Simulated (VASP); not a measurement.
# GaSb (F-43m) in VASP: further runs

The runs below take GaSb through single point, with LDA.

All numbers are computed with VASP 6.6.1; they aren't measurements. Logs are shortened: lines on timing, memory, paths and dates and some standing lists are left out, and cuts for length are marked.

## (1) The cell of the first run

The structure is cubic, space group F-43m (No. 216). The conventional cell has a = 6.015 Å, b = 6.015 Å, c = 6.015 Å, α = 90.00°, β = 90.00°, γ = 90.00°. Within 3.4 Å of Ga (site symmetry -43m) lie 4 Sb at 2.60 Å. Sb (site symmetry -43m) has 4 Ga at 2.60 Å within 3.4 Å.

## (2) Single point, LDA

INCAR reads:

```
  PREC = Accurate
  ENCUT = 520
  EDIFF = 1E-7
  ISMEAR = -1
  SIGMA = 0.1
  LREAL = False
  LASPH = True
  NELM = 100
  ALGO = Normal
  ISIF = 2
  LWAVE = False
  LCHARG = False
  NBANDS = 16
```

KPOINTS reads:

```
Automatic mesh
0
Gamma
  14 14 14
```

POSCAR reads:

```
GaSb
1.0
    0.0000000000      3.0074453538      3.0074453538
    3.0074453538      0.0000000000      3.0074453538
    3.0074453538      3.0074453538      0.0000000000
Ga Sb
1 1
Direct
    0.0000000000      0.0000000000      0.0000000000
    0.7500000000      0.7500000000      0.7500000000
```

Potentials or basis: VASP PAW LDA potentials, release 64 (Ga_d, Sb).

On the command line:

```console
> cat potpaw_LDA.64/Ga_d/POTCAR potpaw_LDA.64/Sb/POTCAR > POTCAR
> mpirun -np 1 vasp_std > vasp.out
```

OUTCAR:

```text
PREC = Accurate
   ENCUT = 520
   EDIFF = 1E-7
   ISMEAR = -1
   LREAL = False
   LASPH = True
   NELM = 100
   ISIF = 2

 ion  position               nearest neighbor table
   1  0.000  0.000  0.000-   2 2.60   2 2.60   2 2.60   2 2.60
   2  0.750  0.750  0.750-   1 2.60   1 2.60   1 2.60   1 2.60

  LATTYP: Found a face centered cubic cell.
 ALAT       =     6.0148907076

  Lattice vectors:

 A1 = (   0.0000000000,   3.0074453538,   3.0074453538)
 A2 = (   3.0074453538,   0.0000000000,   3.0074453538)
 A3 = (   3.0074453538,   3.0074453538,   0.0000000000)

Analysis of symmetry for initial positions (statically):
=====================================================================
 Subroutine PRICEL returns:
 Original cell was already a primitive cell.

 Routine SETGRP: Setting up the symmetry group for a
 face centered cubic supercell.

 Subroutine GETGRP returns: Found 24 space group operations
 (whereof 24 operations were pure point group operations)
 out of a pool of 48 trial point group operations.

The static configuration has the point symmetry T_d .

Analysis of symmetry for dynamics (positions and initial velocities):
=====================================================================
 Subroutine PRICEL returns:
 Original cell was already a primitive cell.

 Routine SETGRP: Setting up the symmetry group for a
 face centered cubic supercell.

 Subroutine GETGRP returns: Found 24 space group operations
 (whereof 24 operations were pure point group operations)
 out of a pool of 48 trial point group operations.

The dynamic configuration has the point symmetry T_d .

 Subroutine INISYM returns: Found 24 space group operations
 (whereof 24 operations are pure point group operations),
 and found     1 'primitive' translations

----------------------------------------------------------------------------------------

                                     Primitive cell

  volume of cell :      54.4030

  direct lattice vectors                    reciprocal lattice vectors
     0.000000000  3.007445354  3.007445354    -0.166254060  0.166254060  0.166254060
     3.007445354  0.000000000  3.007445354     0.166254060 -0.166254060  0.166254060
     3.007445354  3.007445354  0.000000000     0.166254060  0.166254060 -0.166254060

  length of vectors
     4.253170007  4.253170007  4.253170007     0.287960479  0.287960479  0.287960479

  position of ions in fractional coordinates (direct lattice)
     0.000000000  0.000000000  0.000000000
     0.750000000  0.750000000  0.750000000

  ion indices of the primitive-cell ions
   primitive index   ion index
                 1           1
                 2           2

----------------------------------------------------------------------------------------

 KPOINTS: Automatic mesh

Automatic generation of k-mesh.
 Grid dimensions read from file:
 generate k-points for:   14   14   14

 Generating k-lattice:

  Cartesian coordinates                     Fractional coordinates (reciprocal lattice)
    -0.011875290  0.011875290  0.011875290     0.071428571  0.000000000  0.000000000
     0.011875290 -0.011875290  0.011875290     0.000000000  0.071428571  0.000000000
     0.011875290  0.011875290 -0.011875290     0.000000000  0.000000000  0.071428571

  Length of vectors
     0.020568606  0.020568606  0.020568606

  Shift w.r.t. Gamma in fractional coordinates (k-lattice)
     0.000000000  0.000000000  0.000000000

 Subroutine IBZKPT returns following result:
 ===========================================

 Found    104 irreducible k-points:

 Following reciprocal coordinates:
            Coordinates               Weight
  0.000000  0.000000  0.000000      1.000000
  0.071429  0.000000  0.000000      8.000000
  0.142857  0.000000  0.000000      8.000000
  0.214286  0.000000  0.000000      8.000000
  0.285714  0.000000  0.000000      8.000000
  0.357143  0.000000  0.000000      8.000000
[... 16 lines left out ...]
  0.214286  0.142857  0.000000     24.000000
  0.285714  0.142857  0.000000     24.000000
 [... further k-points ...]
   k-points           NKPTS =    104   k-points in BZ     NKDIM =    104   number of bands    NBANDS=     16
   number of dos      NEDOS =    301   number of ions     NIONS =      2
   total plane-waves  NPLWV =  32768
   dimension x,y,z NGX =    32 NGY =   32 NGZ =   32
   dimension x,y,z NGXF=    64 NGYF=   64 NGZF=   64
   ions per type =               1   1
   NGX,Y,Z   is equivalent  to a cutoff of  12.51, 12.51, 12.51 a.u.
   NGXF,Y,Z  is equivalent  to a cutoff of  25.02, 25.02, 25.02 a.u.
 SYSTEM =  unknown system
   PREC   = accura    normal or accurate (medium, high low for compatibility)
   ISTART =      0    job   : 0-new  1-cont  2-samecut
   ICHARG =      2    charge: 1-file 2-atom 10-const
   ISPIN  =      1    spin polarized calculation?
   LNONCOLLINEAR =      F non collinear calculations
   LSORBIT =      F    spin-orbit coupling
   LASPH  =      T    aspherical Exc in radial PAW
   ENCUT  =  520.0 eV  38.22 Ry    6.18 a.u.   7.91  7.91  7.91*2*pi/ulx,y,z
   NELM   =    100;   NELMIN=  2; NELMDL= -5     # of ELM steps
   EDIFF  = 0.1E-06   stopping-criterion for ELM
   LREAL  =      F    real-space projection
   EDIFFG = 0.1E-05   stopping-criterion for IOM
   NSW    =      0    number of steps for IOM
   IBRION =     -1    ionic relax: 0-MD 1-quasi-New 2-CG
   NFREE  =      0    steps in history (QN), initial steepest desc. (CG)
   ISIF   =      2    stress and relaxation
   ISYM   =      2    0-nonsym 1-usesym 2-fastsym
   POTIM  = 0.5000    time-step for ionic-motion
   TEBEG  =    0.0;   TEEND  =   0.0 temperature during run
   PSTRESS=    0.0 pullay stress
   NELECT =      18.0000    total number of electrons
   NUPDOWN=      -1.0000    fix difference up-down
   EMIN   =  10.00;   EMAX   =-10.00  energy-range for DOS
   EFERMI =   0.00;   METHOD = LEGACY
   ISMEAR =    -1;   SIGMA  =   0.10  broadening in eV -4-tet -1-fermi 0-gaus
   EFERMI_NEDOS =   21; number of points for ismear=-14 and -15
   IALGO  =     38    algorithm
   IMIX   =      4    mixing-type and parameters
     AMIX     =   0.40;   BMIX     =  1.00
     AMIX_MAG =   1.60;   BMIX_MAG =  1.00
  volume/ion in A,a.u.               =      27.20       183.56
  Fermi-wavevector in a.u.,A,eV,Ry     =   1.132291  2.139719 17.443786  1.282082
  Thomas-Fermi vector in A             =   2.268991
   LORBIT       =      0    0 simple, 1 ext, 2 COOP (PROOUT), +10 PAW based schemes
   GGA     = CA    functional components
   LHFCALC =     F    Hartree Fock is set to
   AEXX    =    0.0000 exact exchange contribution
   IVDW    =     0    specifies the selected vdW correction
   LEPSILON=     F    determine dielectric tensor
   LRPA    =     F    only Hartree local field effects (RPA)
 non-spin polarized calculation
  energy-cutoff  :      520.00
  volume of cell :       54.40
 maximum number of plane-waves:      1476
   NGX = 15   NGY = 15   NGZ = 15

 number of electron      18.0000001 magnetization

 Free energy of the ion-electron system (eV)
  ---------------------------------------------------
  ext. energy  EPLUGINS =         0.00000000
  ---------------------------------------------------
  free energy    TOTEN  =        -8.67056537 eV

  energy without entropy =       -8.66938079  energy(sigma->0) =       -8.66997308

 E-fermi :   5.4236     XC(G=0):  -9.6178

 val. band max:        5.2180991607   @ k =   0.0000   0.0000   0.0000
 cond. band min:       5.4627446536   @ k =   0.0000   0.0000   0.0000
 fundamental gap:      0.2446454929
 Fermi energy:         5.4235825637

 k-point     1 :       0.0000    0.0000    0.0000
  band No.  band energies     occupation
      1     -10.0327      2.00000
      2     -10.0327      2.00000
      3     -10.0327      2.00000
      4      -9.9751      2.00000
      5      -9.9751      2.00000
      6      -6.6638      2.00000
[... 8 lines left out ...]
     15      13.8710      0.00000
     16      13.8710      0.00000

 k-point     2 :       0.0714    0.0000    0.0000
  band No.  band energies     occupation
      1     -10.0344      2.00000
      2     -10.0320      2.00000
      3     -10.0320      2.00000
      4      -9.9752      2.00000
      5      -9.9752      2.00000
      6      -6.6079      2.00000
[... 8 lines left out ...]
     15      13.4003      0.00000
     16      13.4003      0.00000

 k-point     3 :       0.1429    0.0000    0.0000
  band No.  band energies     occupation
      1     -10.0393      2.00000
      2     -10.0300      2.00000
      3     -10.0300      2.00000
      4      -9.9754      2.00000
      5      -9.9754      2.00000
      6      -6.4424      2.00000
[... 8 lines left out ...]
     15      12.9102      0.00000
     16      12.9102      0.00000

 k-point     4 :       0.2143    0.0000    0.0000
  band No.  band energies     occupation
      1     -10.0462      2.00000
      2     -10.0272      2.00000
      3     -10.0272      2.00000
      4      -9.9756      2.00000
      5      -9.9756      2.00000
      6      -6.1749      2.00000
[... 8 lines left out ...]
     15      12.7311      0.00000
     16      12.7311      0.00000

 k-point     5 :       0.2857    0.0000    0.0000
  band No.  band energies     occupation
      1     -10.0537      2.00000
      2     -10.0243      2.00000
      3     -10.0243      2.00000
      4      -9.9756      2.00000
      5      -9.9756      2.00000
      6      -5.8226      2.00000
[... 8 lines left out ...]
     15      12.9646      0.00000
     16      12.9646      0.00000

 k-point     6 :       0.3571    0.0000    0.0000
  band No.  band energies     occupation
      1     -10.0603      2.00000
      2     -10.0220      2.00000
      3     -10.0220      2.00000
      4      -9.9754      2.00000
      5      -9.9754      2.00000
      6      -5.4239      2.00000
[... 8 lines left out ...]
     15      13.5905      0.00000
     16      13.5905      0.00000
[... 267 lines left out ...]
 k-point    21 :      -0.0714    0.0714    0.0000
  band No.  band energies     occupation
      1     -10.0376      2.00000
      2     -10.0312      2.00000
      3     -10.0301      2.00000
      4      -9.9757      2.00000
      5      -9.9750      2.00000
      6      -6.5153      2.00000
[... 8 lines left out ...]
     15      12.7644      0.00000
     16      13.2057      0.00000

 k-point    22 :       0.1429    0.1429    0.0000
  band No.  band energies     occupation
      1     -10.0442      2.00000
      2     -10.0273      2.00000
      3     -10.0273      2.00000
      4      -9.9773      2.00000
      5      -9.9743      2.00000
      6      -6.3674      2.00000
[... 8 lines left out ...]
     15      12.3285      0.00000
     16      14.1312      0.00000

 k-point    23 :       0.2143    0.1429    0.0000
  band No.  band energies     occupation
      1     -10.0498      2.00000
      2     -10.0249      2.00000
      3     -10.0245      2.00000
      4      -9.9783      2.00000
      5      -9.9740      2.00000
      6      -6.1685      2.00000
[... 8 lines left out ...]
     15      13.0302      0.00000
     16      14.0159      0.00000

 k-point    24 :       0.2857    0.1429    0.0000
  band No.  band energies     occupation
      1     -10.0560      2.00000
      2     -10.0225      2.00000
      3     -10.0215      2.00000
      4      -9.9791      2.00000
      5      -9.9738      2.00000
      6      -5.8734      2.00000
[... 8 lines left out ...]
     15      13.5481      0.00000
     16      14.0309      0.00000

 [... further k-points ...]
[... 5 lines left out ...]
  --------------------------------------------------------------------------------------
  -------------------------------------------------------------------------------------
  Total        0.4090308      0.4090308      0.4090308      0.0000000      0.0000000     -0.0000000
  in kB       12.0460131     12.0460131     12.0460131      0.0000000      0.0000000     -0.0000000
  external PRESSURE =      12.0460131 kB  Pullay stress =       0.0000000 kB

 VOLUME and BASIS-vectors are now :
 -----------------------------------------------------------------------------
  energy-cutoff  :      520.00
  volume of cell :       54.40
      direct lattice vectors                 reciprocal lattice vectors
     0.000000000  3.007445354  3.007445354    -0.166254060  0.166254060  0.166254060
     3.007445354  0.000000000  3.007445354     0.166254060 -0.166254060  0.166254060
     3.007445354  3.007445354  0.000000000     0.166254060  0.166254060 -0.166254060

 POSITION                                       TOTAL-FORCE (eV/Angst)
 -----------------------------------------------------------------------------------
      0.00000      0.00000      0.00000        -0.000000     -0.000000     -0.000000
      4.51117      4.51117      4.51117         0.000000      0.000000      0.000000
 -----------------------------------------------------------------------------------
    total drift:                               -0.000001     -0.000001     -0.000001

  FREE ENERGIE OF THE ION-ELECTRON SYSTEM (eV)
  ---------------------------------------------------
  free  energy   TOTEN  =        -8.6705653659 eV

  energy  without entropy=       -8.6693807879  energy(sigma->0) =       -8.66997308
```

Run time: 49 s. Hardware: 1 thread of Intel Xeon 6975P-C, shared host; peak memory 0.22 GiB.

Results:

```
Free energy            : -8.6706 eV
Pressure               : 1.2 GPa
Band gap on the k mesh : 0.24 eV, direct
```

Caveat: spin-orbit coupling is left out, which moves the levels of the heavy elements. A k mesh can miss the band edges.

## (3) Single point, LDA

This run uses another cell than the first one, of 27.69 Å³/atom, 1.018 times its volume.

INCAR reads:

```
SYSTEM = GaSb
PREC = Accurate ; ENCUT = 520
EDIFF = 1E-6 ; ISMEAR = -1
SIGMA = 0.1 ; LREAL = .False.
LASPH = .True. ; NELM = 80
ALGO = Normal ; ISIF = 2
LWAVE = .False. ; LCHARG = .False.
GGA = CA ; NBANDS = 16
```

KPOINTS reads:

```
regular mesh
0
Gamma
  14 14 14
  0 0 0
```

POSCAR reads:

```
GaSb
1.0
    0.0000000000      3.0253526699      3.0253526699
    3.0253526699      0.0000000000      3.0253526699
    3.0253526699      3.0253526699      0.0000000000
Ga Sb
1 1
Direct
    0.0000000000      0.0000000000      0.0000000000
    0.7500000000      0.7500000000      0.7500000000
```

Potentials or basis: VASP PAW LDA potentials, release 64 (Ga_d, Sb).

On the command line:

```console
> cat potpaw_LDA.64/Ga_d/POTCAR potpaw_LDA.64/Sb/POTCAR > POTCAR
> mpirun -np 1 vasp_std > vasp.out
```

Wall time 44 s (1 thread of Intel Xeon 6975P-C, shared host); peak memory 0.22 GiB.

Results (log left out):

| Quantity | Value |
| --- | --- |
| Free energy | -8.6748 eV |
| Pressure | 0.2 GPa |

Levels at points of the mesh, in eV from the Fermi level:
```csv
k point,band 5,band 6,band 7,band 8,band 9,band 10,band 11,band 12,band 13,band 14
"(0.00, 0.00, 0.00)",-15.34,-11.94,-0.19,-0.19,-0.19,-0.07,2.56,2.56,2.56,5.46
"(0.50, 0.00, 0.00)",-15.34,-10.23,-6.76,-1.39,-1.39,0.18,3.53,3.53,6.11,9.21
"(0.50, 0.50, 0.00)",-15.34,-9.35,-7.19,-2.88,-2.88,0.61,0.92,8.61,8.61,10.00
```

Caveat: spin-orbit coupling is left out, which moves the levels of the heavy elements.
